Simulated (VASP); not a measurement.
Input of a VASP 6.6.1 run:

The input INCAR:

```
SYSTEM = Al4As3N
PREC = Accurate
ENCUT = 520
EDIFF = 1E-6
ISMEAR = -1
SIGMA = 0.02
LREAL = .FALSE.
LASPH = .TRUE.
NELM = 60
ALGO = Normal
ISIF = 2
LWAVE = .FALSE.
LCHARG = .FALSE.
GGA = PE
NBANDS = 26
```

File KPOINTS:

```
regular mesh
0
G
  4 6 4
  0 0 0
```

File POSCAR:

```
Al4As3N
1.0
    6.2059914156      0.0000000000     -0.0222335211
    0.0000000000      3.7995687420      0.0000000000
   -0.0235821115      0.0000000000      6.6310519181
N As Al
1 3 4
Direct
   -0.0035359984      0.0000000000      0.3367948151
   -0.0002812249      0.5000000000      0.8386029307
    0.4950173528      0.5000000000      0.1833359217
    0.5077479861      0.0000000000      0.6454091809
    0.3077940151      0.0000000000      0.3308150705
    0.3925110615      0.5000000000      0.8337625301
    0.9000549734      0.5000000000      0.2134906684
    0.9006918344      0.0000000000      0.6177888827
```

Potentials or basis: VASP PAW PBE potentials, release 64 (N, As, Al).

Command:

```bash
$ cat potpaw_PBE.64/N/POTCAR potpaw_PBE.64/As/POTCAR potpaw_PBE.64/Al/POTCAR > POTCAR
$ mpirun -np 1 vasp_std > vasp.out
```

(1) What does it give for the pressure?

(2) Predict the band gap on the k mesh.

(3) Estimate the largest force.

## Answers

(1) 0.2 GPa.

(2) 0.06 eV (least direct gap 0.24 eV).

(3) 0.032 eV/Å.

Caveat: semilocal functionals underestimate gaps, and a narrow one can read as zero.
